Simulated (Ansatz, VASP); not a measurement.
# Ta19Cu in VASP and in Ansatz

```
CELL_PARAMETERS angstrom
5.74858 0.00000 0.00000
-1.91619 5.41981 0.00000
0.00000 0.00000 21.38735
ATOMIC_POSITIONS crystal
Ta 0.00093 0.00093 0.28716
Ta 0.99904 0.50096 0.28697
Ta 0.50096 0.99904 0.28697
Ta 0.49907 0.49907 0.28716
Ta 0.25000 0.25000 0.39176
Ta 0.25000 0.75000 0.39261
Ta 0.75000 0.25000 0.39261
Ta 0.75000 0.75000 0.39237
Ta 0.49656 0.49656 0.50082
Ta 0.49995 0.00005 0.50114
Ta 0.00005 0.49995 0.50114
Ta 0.00344 0.00344 0.50082
Ta 0.75000 0.25000 0.60957
Ta 0.25000 0.75000 0.60957
Ta 0.25000 0.25000 0.60848
Ta 0.99317 0.99317 0.70954
Ta 0.00417 0.49583 0.71396
Ta 0.49583 0.00417 0.71396
Ta 0.50683 0.50683 0.70954
Cu 0.75000 0.75000 0.60385
```

Alike in both runs: functional PBE; k mesh 5 × 5 × 1; occupations methfessel-paxton of order 1, width 0.1 eV; no spin polarisation.

Ansatz relaxed the structure, and its values are those at the end. VASP's run is a single point on that final structure, the one shown.

|  | VASP | Ansatz |
| --- | --- | --- |
| version | VASP 6.6.1 | Ansatz 0.2.0 |
| potentials or method | VASP PAW PBE potentials, release 64 (Ta_pv, Cu), cutoff 520 eV | scalar-relativistic, plane waves, PAW |
| valence electrons in the cell | 220 | 266 |

```tsv
	VASP	Ansatz	Ansatz less VASP
gap on the k mesh at the Fermi level (eV)	none	none	-
rms of the force components (eV/Å)	0.017	0.017	0.0000
```

A gap of «none» marks a metal or a gap that the smearing closes. The functional is the same, so the differences come from potentials, cutoffs and numerics. VASP's potentials hold 220 valence electrons a cell and Ansatz's 266, so a difference there can come from the potentials and not from the codes. Ansatz's warnings: vacuum density over bound.

Spin-orbit coupling is off throughout.
